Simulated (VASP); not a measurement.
# SiO2 (Fm-3m) in VASP: G0W0 quasiparticle levels with PBE

Aim: the G0W0 quasiparticle levels of SiO2 with PBE.

Everything below comes from runs of VASP 6.6.1. Logs are shortened: lines on timing, memory, paths and dates and some standing lists are left out, and cuts for length are marked.

## 1. The cell of the first run

Symmetry: Fm-3m, No. 225, cubic system. The conventional cell has a = 4.528 Å, b = 4.528 Å, c = 4.528 Å, α = 90.00°, β = 90.00°, γ = 90.00°. Si (site symmetry m-3m) has 8 O at 1.96 Å within 2.6 Å. O (site symmetry -43m) has 4 Si at 1.96 Å and 6 O at 2.26 Å within 2.6 Å.

## 2. G0W0 quasiparticle levels, PBE

POSCAR reads:

```
SiO2
1.0
    0.0000000000      2.2641691173      2.2641691173
    2.2641691173      0.0000000000      2.2641691173
    2.2641691173      2.2641691173      0.0000000000
Si O
1 2
Direct
    0.0000000000      0.0000000000      0.0000000000
    0.2500000000      0.2500000000      0.2500000000
    0.7500000000      0.7500000000      0.7500000000
```

INCAR.step1 reads:

```
SYSTEM = SiO2
PREC     = Accurate       ! precision mode
ENCUT    = 500            ! plane-wave cutoff, eV
EDIFF    = 1E-8           ! SCF threshold, eV
ISMEAR   = 0              ! smearing method
SIGMA    = 0.01           ! smearing width, eV
LREAL    = .False.        ! projectors in reciprocal space
LASPH    = .True.         ! aspherical terms in the spheres
NELM     = 100            ! most SCF steps
ALGO     = Normal         ! electronic algorithm
LWAVE    = .True.         ! write WAVECAR
LCHARG   = .False.        ! write CHGCAR
GGA      = PE             ! functional
```

INCAR.step2 reads:

```
SYSTEM = SiO2
PREC     = Accurate       ! precision mode
ENCUT    = 500            ! plane-wave cutoff, eV
EDIFF    = 1E-8           ! SCF threshold, eV
ISMEAR   = 0              ! smearing method
SIGMA    = 0.01           ! smearing width, eV
LREAL    = .False.        ! projectors in reciprocal space
LASPH    = .True.         ! aspherical terms in the spheres
NELM     = 1              ! most SCF steps
ALGO     = Exact          ! electronic algorithm
LWAVE    = .True.         ! write WAVECAR
LCHARG   = .False.        ! write CHGCAR
GGA      = PE             ! functional
NBANDS   = 45             ! bands
LOPTICS  = .True.         ! frequency-dependent dielectric function
ISTART   = 1
```

INCAR.step3 reads:

```
SYSTEM = SiO2
PREC     = Accurate       ! precision mode
ENCUT    = 500            ! plane-wave cutoff, eV
EDIFF    = 1E-8           ! SCF threshold, eV
ISMEAR   = 0              ! smearing method
SIGMA    = 0.01           ! smearing width, eV
LREAL    = .False.        ! projectors in reciprocal space
LASPH    = .True.         ! aspherical terms in the spheres
ALGO     = EVGW0          ! electronic algorithm
LWAVE    = .False.        ! write WAVECAR
LCHARG   = .False.        ! write CHGCAR
GGA      = PE             ! functional
NELMGW   = 1            
NBANDS   = 45             ! bands
ENCUTGW  = 80.0           ! cutoff of the response function
NOMEGA   = 96             ! frequency points
PRECFOCK = Fast         
ISTART   = 1            
NBANDSGW = 16           
OMEGAMAX = 30
```

KPOINTS reads:

```
regular mesh
0
Gamma
  6 6 6
  0 0 0
```

Potentials or basis: VASP PAW PBE potentials, release 64 (Si_GW, O_GW).

On the command line:

```console
$ cat potpaw_PBE.64/Si_GW/POTCAR potpaw_PBE.64/O_GW/POTCAR > POTCAR
$ cp INCAR.step1 INCAR
$ mpirun -np 1 vasp_std > vasp.out
$ cp INCAR.step2 INCAR
$ mpirun -np 1 vasp_std > vasp.out
$ cp INCAR.step3 INCAR
$ mpirun -np 1 vasp_std > vasp.out
```

OUTCAR:

```text
SYSTEM = SiO2
   PREC = Accurate
   ENCUT = 500
   EDIFF = 1E-8
   ISMEAR = 0
   LREAL = .False.
   LASPH = .True.
   GGA = PE
   NELMGW = 1
   ENCUTGW = 80.0
   PRECFOCK = Fast
   ISTART = 1

 ion  position               nearest neighbor table
   1  0.000  0.000  0.000-   3 1.96   3 1.96   3 1.96   2 1.96   3 1.96   2 1.96   2 1.96   2 1.96

   2  0.250  0.250  0.250-   1 1.96   1 1.96   1 1.96   1 1.96
   3  0.750  0.750  0.750-   1 1.96   1 1.96   1 1.96   1 1.96

  LATTYP: Found a face centered cubic cell.
 ALAT       =     4.5283382346

  Lattice vectors:

 A1 = (   0.0000000000,   2.2641691173,   2.2641691173)
 A2 = (   2.2641691173,   0.0000000000,   2.2641691173)
 A3 = (   2.2641691173,   2.2641691173,   0.0000000000)

Analysis of symmetry for initial positions (statically):
=====================================================================
 Subroutine PRICEL returns:
 Original cell was already a primitive cell.

 Routine SETGRP: Setting up the symmetry group for a
 face centered cubic supercell.

 Subroutine GETGRP returns: Found 48 space group operations
 (whereof 48 operations were pure point group operations)
 out of a pool of 48 trial point group operations.

The static configuration has the point symmetry O_h .

Analysis of symmetry for dynamics (positions and initial velocities):
=====================================================================
 Subroutine PRICEL returns:
 Original cell was already a primitive cell.

 Routine SETGRP: Setting up the symmetry group for a
 face centered cubic supercell.

 Subroutine GETGRP returns: Found 48 space group operations
 (whereof 48 operations were pure point group operations)
 out of a pool of 48 trial point group operations.

The dynamic configuration has the point symmetry O_h .

 Subroutine INISYM returns: Found 48 space group operations
 (whereof 48 operations are pure point group operations),
 and found     1 'primitive' translations

----------------------------------------------------------------------------------------

                                     Primitive cell

  volume of cell :      23.2144

  direct lattice vectors                    reciprocal lattice vectors
     0.000000000  2.264169117  2.264169117    -0.220831561  0.220831561  0.220831561
     2.264169117  0.000000000  2.264169117     0.220831561 -0.220831561  0.220831561
     2.264169117  2.264169117  0.000000000     0.220831561  0.220831561 -0.220831561

  length of vectors
     3.202018673  3.202018673  3.202018673     0.382491483  0.382491483  0.382491483

  position of ions in fractional coordinates (direct lattice)
     0.000000000  0.000000000  0.000000000
     0.250000000  0.250000000  0.250000000
     0.750000000  0.750000000  0.750000000

  ion indices of the primitive-cell ions
   primitive index   ion index
                 1           1
                 2           2
                 3           3

----------------------------------------------------------------------------------------

 KPOINTS: regular mesh

Automatic generation of k-mesh.
 Grid dimensions read from file:
 generate k-points for:    6    6    6

 Generating k-lattice:

  Cartesian coordinates                     Fractional coordinates (reciprocal lattice)
    -0.036805260  0.036805260  0.036805260     0.166666667  0.000000000  0.000000000
     0.036805260 -0.036805260  0.036805260     0.000000000  0.166666667  0.000000000
     0.036805260  0.036805260 -0.036805260     0.000000000  0.000000000  0.166666667

  Length of vectors
     0.063748581  0.063748581  0.063748581

  Shift w.r.t. Gamma in fractional coordinates (k-lattice)
     0.000000000  0.000000000  0.000000000

 Subroutine IBZKPT returns following result:
 ===========================================

 Found     16 irreducible k-points:

 Following reciprocal coordinates:
            Coordinates               Weight
  0.000000  0.000000  0.000000      1.000000
  0.166667  0.000000  0.000000      8.000000
  0.333333  0.000000  0.000000      8.000000
  0.500000  0.000000  0.000000      4.000000
  0.166667  0.166667  0.000000      6.000000
  0.333333  0.166667  0.000000     24.000000
[... 8 lines left out ...]
 -0.333333  0.333333  0.166667     24.000000
 -0.333333  0.500000  0.166667     12.000000
   k-points           NKPTS =     16   k-points in BZ     NKDIM =    216   number of bands    NBANDS=     45
   number of dos      NEDOS =    301   number of ions     NIONS =      3
   total plane-waves  NPLWV =  13824
   dimension x,y,z NGX =    24 NGY =   24 NGZ =   24
   dimension x,y,z NGXF=    48 NGYF=   48 NGZF=   48
   ions per type =               1   2
   NGX,Y,Z   is equivalent  to a cutoff of  12.46, 12.46, 12.46 a.u.
   NGXF,Y,Z  is equivalent  to a cutoff of  24.92, 24.92, 24.92 a.u.
 SYSTEM =  SiO2
   PREC   = accura    normal or accurate (medium, high low for compatibility)
   ISTART =      1    job   : 0-new  1-cont  2-samecut
   ICHARG =      0    charge: 1-file 2-atom 10-const
   ISPIN  =      1    spin polarized calculation?
   LNONCOLLINEAR =      F non collinear calculations
   LSORBIT =      F    spin-orbit coupling
   LASPH  =      T    aspherical Exc in radial PAW
   ENCUT  =  500.0 eV  36.75 Ry    6.06 a.u.   5.84  5.84  5.84*2*pi/ulx,y,z
   NELM   =     60;   NELMIN=  2; NELMDL=  0     # of ELM steps
   EDIFF  = 0.1E-07   stopping-criterion for ELM
   LREAL  =      F    real-space projection
   EDIFFG = 0.1E-06   stopping-criterion for IOM
   NSW    =      0    number of steps for IOM
   IBRION =     -1    ionic relax: 0-MD 1-quasi-New 2-CG
   NFREE  =      0    steps in history (QN), initial steepest desc. (CG)
   ISIF   =      0    stress and relaxation
   ISYM   =      3    0-nonsym 1-usesym 2-fastsym
   POTIM  = 0.5000    time-step for ionic-motion
   TEBEG  =    0.0;   TEEND  =   0.0 temperature during run
   PSTRESS=    0.0 pullay stress
   NELECT =      16.0000    total number of electrons
   NUPDOWN=      -1.0000    fix difference up-down
   EMIN   =  10.00;   EMAX   =-10.00  energy-range for DOS
   EFERMI =   0.00;   METHOD = LEGACY
   ISMEAR =     0;   SIGMA  =   0.01  broadening in eV -4-tet -1-fermi 0-gaus
   EFERMI_NEDOS =   21; number of points for ismear=-14 and -15
   IALGO  =     38    algorithm
   IMIX   =      4    mixing-type and parameters
     AMIX     =   0.40;   BMIX     =  1.00
     AMIX_MAG =   1.60;   BMIX_MAG =  1.00
  volume/ion in A,a.u.               =       7.74        52.22
  Fermi-wavevector in a.u.,A,eV,Ry     =   1.446092  2.732718 28.452265  2.091182
  Thomas-Fermi vector in A             =   2.564200
   LORBIT       =      0    0 simple, 1 ext, 2 COOP (PROOUT), +10 PAW based schemes
   GGA     = PE    functional components
   LHFCALC =     T    Hartree Fock is set to
   PRECFOCK=fast      Normal, Fast or Accurate (Low or Medium for compatibility)
   ENCUT4O =  -1.0   cutoff for four orbital integrals eV
   NKREDX  =     1    reduce k-point grid by
   NKREDY  =     1    reduce k-point grid by
   NKREDZ  =     1    reduce k-point grid by
   AEXX    =    1.0000 exact exchange contribution
   HFSCREEN=    0.0000 screening length (either q_TF or 0.3 A-1)
   HFSCREENC=   0.0000 screening length for correlation (either q_TF or 0.3 A-1)
   ENCUTFOCK=  -1.0 apply spherical cutoff to Coloumb kernel
   IVDW    =     0    specifies the selected vdW correction
   LEPSILON=     F    determine dielectric tensor
   LRPA    =     F    only Hartree local field effects (RPA)
   LRPAFORCE           =     F    calculate RPA forces
   ENCUTGW             =  80.0    cutoff for response function in eV
   ENCUTGWSOFT         =  64.0    soft cutoff for Coulomb kernel in GW response function in eV
   ENCUTLF             =  -1.0    cutoff for local field effects
   NELMGW              =     1    number of iterations in solving QP/BSE equation
   NELMHF              =     1    number of iterations in the inner HF iteration
   NKREDLFX            =     1    NKREDLFY  =   1   NKREDLFZ  =   1
 non-spin polarized calculation
 Gauss-broadening in eV      SIGMA  =   0.01
  energy-cutoff  :      500.00
  volume of cell :       23.21
 maximum number of plane-waves:       609
  NGX = 14; NGY = 14; NGZ = 14
   NGX = 11   NGY = 11   NGZ = 11
 maximum number of plane-waves:        43
 NGX is ok and might be reduce to    10

 QP shifts <psi_nk| G(iteration)W_0 |psi_nk>: iteration 1
 for sc-GW calculations column KS-energies equals QP-energies in previous step
 and V_xc(KS)=  KS-energies - (<T + V_ion + V_H > + <T+V_H+V_ion>^1  + <V_x>^1)

 k-point   1 :       0.0000    0.0000    0.0000
  band No.  KS-energies  QP-energies   sigma(KS)   V_xc(KS)     V^pw_x(r,r')   Z            occupation Imag(sigma)

      1     -13.6355     -15.2457     -19.8090     -17.4566     -29.7392       0.6845       2.0000       1.4398
      2      -6.7344      -8.4960     -23.7300     -21.3676     -32.6594       0.7457       2.0000       0.8717
      3       3.5112       2.7821     -19.3053     -18.3423     -24.6302       0.7571       2.0000       0.2083
      4       3.5112       2.7821     -19.3053     -18.3423     -24.6302       0.7571       2.0000       0.2083
      5       3.5112       2.7821     -19.3053     -18.3423     -24.6302       0.7571       2.0000       0.2083
      6       7.0798       6.5389     -20.1838     -19.4936     -24.7476       0.7837       2.0000       0.0912
[... 8 lines left out ...]
     15      24.1847      24.5254      -7.9481      -8.3698      -2.2898       0.8078       0.0000      -0.2734
     16      33.4053      35.9089     -12.8471     -16.0997      -6.0832       0.7697       0.0000      -0.7124

 k-point   2 :       0.1667    0.0000    0.0000
  band No.  KS-energies  QP-energies   sigma(KS)   V_xc(KS)     V^pw_x(r,r')   Z            occupation Imag(sigma)

      1     -13.2374     -14.8698     -19.9858     -17.6034     -29.8080       0.6852       2.0000       1.3877
      2      -7.2530      -9.0205     -23.3532     -20.9760     -32.3111       0.7436       2.0000       0.9123
      3       3.2120       2.4177     -18.8709     -17.8253     -24.0851       0.7597       2.0000       0.2184
      4       3.5428       2.8046     -19.1699     -18.1945     -24.4586       0.7567       2.0000       0.2059
      5       3.5428       2.8046     -19.1699     -18.1945     -24.4586       0.7567       2.0000       0.2059
      6       5.9225       5.2746     -19.4124     -18.5818     -23.7870       0.7800       2.0000       0.1026
[... 8 lines left out ...]
     15      25.5019      26.0997      -8.5112      -9.2536      -2.6409       0.8052       0.0000      -0.3536
     16      32.6375      34.9437     -12.4928     -15.3837      -5.8086       0.7978       0.0000      -0.7947

 k-point   3 :       0.3333    0.0000    0.0000
  band No.  KS-energies  QP-energies   sigma(KS)   V_xc(KS)     V^pw_x(r,r')   Z            occupation Imag(sigma)

      1     -12.1075     -13.7972     -20.4961     -18.0650     -30.0557       0.6950       2.0000       1.2747
      2      -8.6424     -10.4170     -22.3990     -19.9877     -31.4612       0.7360       2.0000       1.0234
      3       2.5449       1.6356     -18.2634     -17.0778     -23.3200       0.7670       2.0000       0.2435
      4       3.7488       2.9931     -18.9477     -17.9492     -24.1432       0.7568       2.0000       0.1934
      5       3.7488       2.9931     -18.9477     -17.9492     -24.1432       0.7568       2.0000       0.1934
      6       4.6661       3.8722     -19.2330     -18.1993     -24.0024       0.7681       2.0000       0.1400
[... 234 lines left out ...]
      1     -10.0947     -11.8635     -21.6962     -19.2509     -30.9692       0.7233       2.0000       1.1291
      2     -10.0340     -11.8110     -21.7874     -19.3342     -31.0620       0.7244       2.0000       1.1198
      3      -0.8421      -1.9364     -16.8473     -15.4046     -22.5352       0.7586       2.0000       0.4918
      4       0.6816      -0.3641     -17.4807     -16.1185     -23.0398       0.7676       2.0000       0.4112
      5       4.3241       3.5611     -19.1803     -18.1763     -24.2247       0.7600       2.0000       0.1623
      6       4.3548       3.5846     -19.1927     -18.1810     -24.2369       0.7613       2.0000       0.1608
[... 8 lines left out ...]
     15      28.7346      30.5952     -11.1802     -13.4631      -5.4339       0.8150       0.0000      -0.4017
     16      29.2170      31.1887     -11.6616     -14.1112      -5.7040       0.8049       0.0000      -0.4731

 k-point  16 :      -0.3333    0.5000    0.1667
  band No.  KS-energies  QP-energies   sigma(KS)   V_xc(KS)     V^pw_x(r,r')   Z            occupation Imag(sigma)

      1     -10.4153     -12.1809     -21.6915     -19.2297     -31.0494       0.7172       2.0000       1.1420
      2      -9.3460     -11.1243     -22.2372     -19.8028     -31.4540       0.7305       2.0000       1.0718
      3      -1.7024      -2.8327     -16.4329     -14.9357     -22.2883       0.7549       2.0000       0.5713
      4       0.3900      -0.6553     -17.3665     -15.9992     -22.9530       0.7645       2.0000       0.4277
      5       2.7858       1.9257     -18.6358     -17.5047     -23.9705       0.7604       2.0000       0.2550
      6       6.2152       5.5932     -20.0475     -19.2448     -24.8229       0.7750       2.0000       0.1083
[... 8 lines left out ...]
     15      27.9038      29.7466     -11.3510     -13.5994      -5.7501       0.8196       0.0000      -0.3479
     16      29.2553      31.1747     -10.9751     -13.3310      -5.2355       0.8147       0.0000      -0.4210
```

Run time: 1.8 min. Hardware: 1 thread of Intel Xeon 6975P-C (Granite Rapids), shared host; peak memory 0.29 GiB.

What came out:

```
Quasiparticle gap                                   : 3.33 eV
Least direct quasiparticle gap                      : 3.33 eV
Band gap of the starting levels on the mesh         : 2.07 eV
Least direct gap of the starting levels on the mesh : 2.07 eV
```

Caveat: the k points lie up to 0.40 Å⁻¹ apart; bands, screening cutoff and mesh are small and nothing is extrapolated, so the quasiparticle values aren't converged; the structure was generated, so it needn't be the stable form of SiO2.
